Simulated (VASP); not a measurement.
## Ti: electric field gradients with PBEsol

The system is Ti.

```
Ti
1.0
     2.95980    0.00000    0.00000
    -1.47990    2.56326    0.00000
     0.00000    0.00000    4.70157
Ti
2
Direct
  0.33333 0.66667 0.25000
  0.66667 0.33333 0.75000
```

This cell differs from its parent crystal: volume scaled by 1.01.

```json
{
 "Program": "VASP 6.6.1",
 "Task": "electric field gradients",
 "Functional": "PBEsol",
 "Potentials or basis": "VASP PAW PBE potentials, release 64 (Ti_sv)",
 "Cutoff": "520 eV",
 "k mesh": "14 × 14 × 8",
 "Occupations": "fermi-dirac, width 0.05 eV",
 "Spin": "no spin polarisation",
 "Dipole correction": "no",
 "Further INCAR settings": "ALGO = Normal; EDIFF = 1e-08; NBANDS = 19"
}
```

```
Pressure               : -7.0 GPa
Band gap on the k mesh : zero (band 12 reaches 8.69 eV, above the bottom of band 13 at 7.67 eV)
```

Stress tensor (GPa, compression positive):
```
-6.84  0.00  0.00
 0.00 -6.84  0.00
 0.00  0.00 -7.39
```

Levels at points of the mesh, in eV from the Fermi level:
| k point | band 10 | band 11 | band 12 | band 13 | band 14 | band 15 |
| --- | --- | --- | --- | --- | --- | --- |
| (0.00, 0.00, 0.00) | -2.63 | 0.69 | 0.76 | 0.76 | 0.85 | 1.24 |
| (0.50, 0.00, 0.00) | -2.08 | -1.79 | -0.63 | 0.48 | 0.59 | 1.13 |
| (0.00, 0.00, 0.50) | -4.33 | 0.08 | 0.08 | 0.67 | 0.67 | 0.67 |
| (0.50, 0.00, 0.50) | -2.48 | -0.79 | -0.79 | 1.27 | 1.27 | 1.68 |

Electric field gradients, principal values (V/Å²):
| atom | least | middle | greatest (by size) |
| --- | --- | --- | --- |
| 1 Ti | -8.094 | -8.095 | 16.188 |
| 2 Ti | -8.094 | -8.095 | 16.188 |

It took 80 s on 1 thread of Intel(R) Xeon(R) Platinum 8375C CPU @ 2.90GHz (Ice Lake), on a shared host, peak memory 0.2 GiB.

Caveat: without QUAD_EFG the Cq values of the log hold for a quadrupole moment of 1 mb, not for the nuclei; the PAW data sets were made with another functional, which shifts forces and pressure a little.
